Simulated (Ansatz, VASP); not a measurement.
## Two plane-wave programs on ZrC

```xyz
4
Lattice="1.6506 0.9530 5.5444 -1.6506 0.9530 5.5444 0.0000 -1.9059 5.5444" Properties=species:S:1:pos:R:3 pbc="T T T"
Zr    0.0000    0.0000    4.5047
Zr    0.0000    0.0000   12.1285
C     0.0000    0.0000    8.3166
C     0.0000    0.0000    0.0000
```

Alike in both runs: task relaxation of cell and atoms; functional PBE; k mesh 6 × 6 × 6; occupations gaussian, width 0.1 eV; no spin polarisation.

|  | VASP | Ansatz |
| --- | --- | --- |
| version | VASP 6.6.1 | Ansatz 0.2.0 |
| potentials or method | VASP PAW PBE potentials, release 64 (Zr_sv, C), cutoff 600 eV | scalar-relativistic, plane waves, PAW |
| valence electrons in the cell | 32 | 32 |

```csv
,VASP,Ansatz,Ansatz less VASP
"gap on the k mesh at the Fermi level, each at its own relaxed structure (eV)",none,none,-
relaxed volume (Å³/atom),13.07,13.05,-0.020
relaxed length of the cell vector where the two differ most in proportion (Å),5.758,5.760,+0.0017
```

A gap of «none» marks a metal or a gap that the smearing closes.

The k mesh is coarse, so the values compare programs but aren't converged.
